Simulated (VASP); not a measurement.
# Cu3Pt (Pm-3m) in VASP: notebook

Cu3Pt is run at these levels: LDA; tasks: single point.

Everything below comes from runs of VASP 6.6.1. Logs are shortened: lines on timing, memory, paths and dates and some standing lists are left out, and cuts for length are marked.

**1. The cell of the first run**

The structure is cubic, space group Pm-3m (No. 221). Conventional cell: a = 3.473 Å, b = 3.473 Å, c = 3.473 Å, α = 90.00°, β = 90.00°, γ = 90.00°. Cu (site symmetry 4/mmm) has 8 Cu at 2.46 Å and 4 Pt at 2.46 Å within 3.2 Å. Pt (site symmetry m-3m) has 12 Cu at 2.46 Å within 3.2 Å.

**2. Single point, LDA**

File INCAR:

```
PREC = Accurate
ENCUT = 520
EDIFF = 1E-6
ISMEAR = -1
SIGMA = 0.1
LREAL = F
LASPH = T
NELM = 60
ALGO = Normal
ISIF = 2
LWAVE = F
LCHARG = F
GGA = CA
NBANDS = 30
```

File KPOINTS:

```
Automatic mesh
0
Gamma
  6 6 6
```

File POSCAR:

```
Cu3Pt
1.0
    3.4732214980      0.0000000000      0.0000000000
    0.0000000000      3.4732214980      0.0000000000
    0.0000000000      0.0000000000      3.4732214980
Cu Pt
3 1
Direct
    0.0000000000      0.5000000000      0.5000000000
    0.5000000000      0.0000000000      0.5000000000
    0.5000000000      0.5000000000      0.0000000000
    0.0000000000      0.0000000000      0.0000000000
```

Potentials or basis: VASP PAW LDA potentials, release 64 (Cu, Pt).

The run is started by

```console
$ cat potpaw_LDA.64/Cu/POTCAR potpaw_LDA.64/Pt/POTCAR > POTCAR
$ mpirun -np 1 vasp_std > vasp.out
```

OUTCAR:

```text
PREC = Accurate
   ENCUT = 520
   EDIFF = 1E-6
   ISMEAR = -1
   LREAL = F
   LASPH = T
   NELM = 60
   ISIF = 2
   GGA = CA

 ion  position               nearest neighbor table
   1  0.000  0.500  0.500-   2 2.46   3 2.46   4 2.46   3 2.46   4 2.46   2 2.46   4 2.46   4 2.46
                             2 2.46   3 2.46   3 2.46   2 2.46
   2  0.500  0.000  0.500-   1 2.46   3 2.46   4 2.46   3 2.46   4 2.46   1 2.46   3 2.46   3 2.46
                             1 2.46   4 2.46   4 2.46   1 2.46
   3  0.500  0.500  0.000-   1 2.46   2 2.46   4 2.46   1 2.46   2 2.46   2 2.46   4 2.46   2 2.46
                             1 2.46   4 2.46   1 2.46   4 2.46
   4  0.000  0.000  0.000-   1 2.46   2 2.46   3 2.46   1 2.46   2 2.46   1 2.46   3 2.46   1 2.46
                             2 2.46   3 2.46   2 2.46   3 2.46

  LATTYP: Found a simple cubic cell.
 ALAT       =     3.4732214980

  Lattice vectors:

 A1 = (   3.4732214980,   0.0000000000,   0.0000000000)
 A2 = (   0.0000000000,   3.4732214980,   0.0000000000)
 A3 = (   0.0000000000,   0.0000000000,   3.4732214980)

Analysis of symmetry for initial positions (statically):
=====================================================================
 Subroutine PRICEL returns:
 Original cell was already a primitive cell.

 Routine SETGRP: Setting up the symmetry group for a
 simple cubic supercell.

 Subroutine GETGRP returns: Found 48 space group operations
 (whereof 48 operations were pure point group operations)
 out of a pool of 48 trial point group operations.

The static configuration has the point symmetry O_h .

Analysis of symmetry for dynamics (positions and initial velocities):
=====================================================================
 Subroutine PRICEL returns:
 Original cell was already a primitive cell.

 Routine SETGRP: Setting up the symmetry group for a
 simple cubic supercell.

 Subroutine GETGRP returns: Found 48 space group operations
 (whereof 48 operations were pure point group operations)
 out of a pool of 48 trial point group operations.

The dynamic configuration has the point symmetry O_h .

 Subroutine INISYM returns: Found 48 space group operations
 (whereof 48 operations are pure point group operations),
 and found     1 'primitive' translations

----------------------------------------------------------------------------------------

                                     Primitive cell

  volume of cell :      41.8984

  direct lattice vectors                    reciprocal lattice vectors
     3.473221498  0.000000000  0.000000000     0.287917140  0.000000000  0.000000000
     0.000000000  3.473221498  0.000000000     0.000000000  0.287917140  0.000000000
     0.000000000  0.000000000  3.473221498     0.000000000  0.000000000  0.287917140

  length of vectors
     3.473221498  3.473221498  3.473221498     0.287917140  0.287917140  0.287917140

  position of ions in fractional coordinates (direct lattice)
     0.000000000  0.500000000  0.500000000
     0.500000000  0.000000000  0.500000000
     0.500000000  0.500000000  0.000000000
     0.000000000  0.000000000  0.000000000

  ion indices of the primitive-cell ions
   primitive index   ion index
                 1           1
                 2           2
                 3           3
                 4           4

----------------------------------------------------------------------------------------

 KPOINTS: Automatic mesh

Automatic generation of k-mesh.
 Grid dimensions read from file:
 generate k-points for:    6    6    6

 Generating k-lattice:

  Cartesian coordinates                     Fractional coordinates (reciprocal lattice)
     0.047986190  0.000000000  0.000000000     0.166666667  0.000000000  0.000000000
     0.000000000  0.047986190  0.000000000     0.000000000  0.166666667  0.000000000
     0.000000000  0.000000000  0.047986190     0.000000000  0.000000000  0.166666667

  Length of vectors
     0.047986190  0.047986190  0.047986190

  Shift w.r.t. Gamma in fractional coordinates (k-lattice)
     0.000000000  0.000000000  0.000000000

 Subroutine IBZKPT returns following result:
 ===========================================

 Found     20 irreducible k-points:

 Following reciprocal coordinates:
            Coordinates               Weight
  0.000000  0.000000  0.000000      1.000000
  0.166667  0.000000  0.000000      6.000000
  0.333333  0.000000  0.000000      6.000000
  0.500000  0.000000  0.000000      3.000000
  0.166667  0.166667  0.000000     12.000000
  0.333333  0.166667  0.000000     24.000000
[... 12 lines left out ...]
  0.500000  0.500000  0.333333      6.000000
  0.500000  0.500000  0.500000      1.000000
   k-points           NKPTS =     20   k-points in BZ     NKDIM =     20   number of bands    NBANDS=     30
   number of dos      NEDOS =    301   number of ions     NIONS =      4
   total plane-waves  NPLWV =  21952
   dimension x,y,z NGX =    28 NGY =   28 NGZ =   28
   dimension x,y,z NGXF=    56 NGYF=   56 NGZF=   56
   ions per type =               3   1
   NGX,Y,Z   is equivalent  to a cutoff of  13.40, 13.40, 13.40 a.u.
   NGXF,Y,Z  is equivalent  to a cutoff of  26.80, 26.80, 26.80 a.u.
 SYSTEM =  unknown system
   PREC   = accura    normal or accurate (medium, high low for compatibility)
   ISTART =      0    job   : 0-new  1-cont  2-samecut
   ICHARG =      2    charge: 1-file 2-atom 10-const
   ISPIN  =      1    spin polarized calculation?
   LNONCOLLINEAR =      F non collinear calculations
   LSORBIT =      F    spin-orbit coupling
   LASPH  =      T    aspherical Exc in radial PAW
   ENCUT  =  520.0 eV  38.22 Ry    6.18 a.u.   6.46  6.46  6.46*2*pi/ulx,y,z
   NELM   =     60;   NELMIN=  2; NELMDL= -5     # of ELM steps
   EDIFF  = 0.1E-05   stopping-criterion for ELM
   LREAL  =      F    real-space projection
   EDIFFG = 0.1E-04   stopping-criterion for IOM
   NSW    =      0    number of steps for IOM
   IBRION =     -1    ionic relax: 0-MD 1-quasi-New 2-CG
   NFREE  =      0    steps in history (QN), initial steepest desc. (CG)
   ISIF   =      2    stress and relaxation
   ISYM   =      2    0-nonsym 1-usesym 2-fastsym
   POTIM  = 0.5000    time-step for ionic-motion
   TEBEG  =    0.0;   TEEND  =   0.0 temperature during run
   PSTRESS=    0.0 pullay stress
   NELECT =      43.0000    total number of electrons
   NUPDOWN=      -1.0000    fix difference up-down
   EMIN   =  10.00;   EMAX   =-10.00  energy-range for DOS
   EFERMI =   0.00;   METHOD = LEGACY
   ISMEAR =    -1;   SIGMA  =   0.10  broadening in eV -4-tet -1-fermi 0-gaus
   EFERMI_NEDOS =   21; number of points for ismear=-14 and -15
   IALGO  =     38    algorithm
   IMIX   =      4    mixing-type and parameters
     AMIX     =   0.40;   BMIX     =  1.00
     AMIX_MAG =   1.60;   BMIX_MAG =  1.00
  volume/ion in A,a.u.               =      10.47        70.69
  Fermi-wavevector in a.u.,A,eV,Ry     =   1.651322  3.120547 37.101254  2.726865
  Thomas-Fermi vector in A             =   2.740121
   LORBIT       =      0    0 simple, 1 ext, 2 COOP (PROOUT), +10 PAW based schemes
   GGA     = CA    functional components
   LHFCALC =     F    Hartree Fock is set to
   AEXX    =    0.0000 exact exchange contribution
   IVDW    =     0    specifies the selected vdW correction
   LEPSILON=     F    determine dielectric tensor
   LRPA    =     F    only Hartree local field effects (RPA)
 non-spin polarized calculation
  energy-cutoff  :      520.00
  volume of cell :       41.90
 maximum number of plane-waves:      1146
 NGX is ok and might be reduce to    28
   NGX = 13   NGY = 13   NGZ = 13

 number of electron      43.0000069 magnetization

 Free energy of the ion-electron system (eV)
  ---------------------------------------------------
  ext. energy  EPLUGINS =         0.00000000
  ---------------------------------------------------
  free energy    TOTEN  =       -21.51148313 eV

  energy without entropy =      -21.47093506  energy(sigma->0) =      -21.49120910

 E-fermi :  11.0787     XC(G=0): -14.3936

 val. band max:       11.0706522526   @ k =   0.5000   0.5000   0.0000
 cond. band min:      11.0826551140   @ k =   0.1667   0.0000   0.0000
 fundamental gap:      0.0120028614
 Fermi energy:        11.0786611501

 k-point     1 :       0.0000    0.0000    0.0000
  band No.  band energies     occupation
      1       0.1365      2.00000
      2       3.9593      2.00000
      3       3.9593      2.00000
      4       5.0678      2.00000
      5       5.0678      2.00000
      6       5.0678      2.00000
[... 22 lines left out ...]
     29      23.5891      0.00000
     30      23.5891      0.00000

 k-point     2 :       0.1667    0.0000    0.0000
  band No.  band energies     occupation
      1       0.5408      2.00000
      2       4.1589      2.00000
      3       4.1735      2.00000
      4       5.1953      2.00000
      5       5.2315      2.00000
      6       5.2315      2.00000
[... 22 lines left out ...]
     29      23.5153      0.00000
     30      23.8698      0.00000

 k-point     3 :       0.3333    0.0000    0.0000
  band No.  band energies     occupation
      1       1.6554      2.00000
      2       4.3701      2.00000
      3       4.6285      2.00000
      4       5.5243      2.00000
      5       5.7062      2.00000
      6       5.7062      2.00000
[... 22 lines left out ...]
     29      23.1313      0.00000
     30      24.0705      0.00000

 k-point     4 :       0.5000    0.0000    0.0000
  band No.  band energies     occupation
      1       2.7816      2.00000
      2       3.8094      2.00000
      3       4.9183      2.00000
      4       5.7755      2.00000
      5       6.2087      2.00000
      6       6.2087      2.00000
[... 22 lines left out ...]
     29      22.4451      0.00000
     30      24.1127      0.00000

 k-point     5 :       0.1667    0.1667    0.0000
  band No.  band energies     occupation
      1       0.9338      2.00000
      2       4.3418      2.00000
      3       4.4099      2.00000
      4       5.2928      2.00000
      5       5.3711      2.00000
      6       5.4060      2.00000
[... 22 lines left out ...]
     29      23.9400      0.00000
     30      23.9820      0.00000
[... 394 lines left out ...]
     29      27.8515      0.00000
     30      27.8515      0.00000

 k-point    18 :       0.5000    0.3333    0.3333
  band No.  band energies     occupation
      1       4.1120      2.00000
      2       4.2496      2.00000
      3       4.4613      2.00000
      4       5.2188      2.00000
      5       6.6710      2.00000
      6       7.2431      2.00000
[... 22 lines left out ...]
     29      28.7982      0.00000
     30      28.9430      0.00000

 k-point    19 :       0.5000    0.5000    0.3333
  band No.  band energies     occupation
      1       4.0590      2.00000
      2       4.2449      2.00000
      3       4.2449      2.00000
      4       5.0186      2.00000
      5       6.9505      2.00000
      6       7.3768      2.00000
[... 22 lines left out ...]
     29      29.7382      0.00000
     30      29.7382      0.00000

 k-point    20 :       0.5000    0.5000    0.5000
  band No.  band energies     occupation
      1       3.9900      2.00000
      2       3.9900      2.00000
      3       3.9900      2.00000
      4       4.9545      2.00000
      5       7.1923      2.00000
      6       7.1923      2.00000
[... 22 lines left out ...]
     29      30.7373      0.00000
     30      30.7373      0.00000

------------------------ aborting loop because EDIFF is reached ----------------------------------------

  FORCE on cell =-STRESS in cart. coord.  units (eV):
  Direction    XX          YY          ZZ          XY          YZ          ZX
  --------------------------------------------------------------------------------------
  -------------------------------------------------------------------------------------
  Total       10.7704581     10.7704581     10.7704581     -0.0000000     -0.0000000      0.0000000
  in kB      411.8578210    411.8578210    411.8578210     -0.0000000     -0.0000000      0.0000000
  external PRESSURE =     411.8578210 kB  Pullay stress =       0.0000000 kB

 VOLUME and BASIS-vectors are now :
 -----------------------------------------------------------------------------
  energy-cutoff  :      520.00
  volume of cell :       41.90
      direct lattice vectors                 reciprocal lattice vectors
     3.473221498  0.000000000  0.000000000     0.287917140  0.000000000  0.000000000
     0.000000000  3.473221498  0.000000000     0.000000000  0.287917140  0.000000000
     0.000000000  0.000000000  3.473221498     0.000000000  0.000000000  0.287917140

 POSITION                                       TOTAL-FORCE (eV/Angst)
 -----------------------------------------------------------------------------------
      0.00000      1.73661      1.73661         0.000000      0.000000      0.000000
      1.73661      0.00000      1.73661         0.000000      0.000000      0.000000
      1.73661      1.73661      0.00000         0.000000      0.000000      0.000000
      0.00000      0.00000      0.00000         0.000000      0.000000      0.000000
 -----------------------------------------------------------------------------------
    total drift:                                0.000000      0.000000      0.000000

  FREE ENERGIE OF THE ION-ELECTRON SYSTEM (eV)
  ---------------------------------------------------
  free  energy   TOTEN  =       -21.5114831349 eV

  energy  without entropy=      -21.4709350561  energy(sigma->0) =      -21.49120910
```

Wall time 43 s (1 thread of AMD EPYC 7R43 (Zen 3), shared host); peak memory 0.11 GiB.

What came out:

```
Free energy : -21.5115 eV
Pressure    : 41.2 GPa
```

Caveat: spin-orbit coupling is left out, which moves the levels of the heavy elements.

(Part 1 of 3 ends here.)
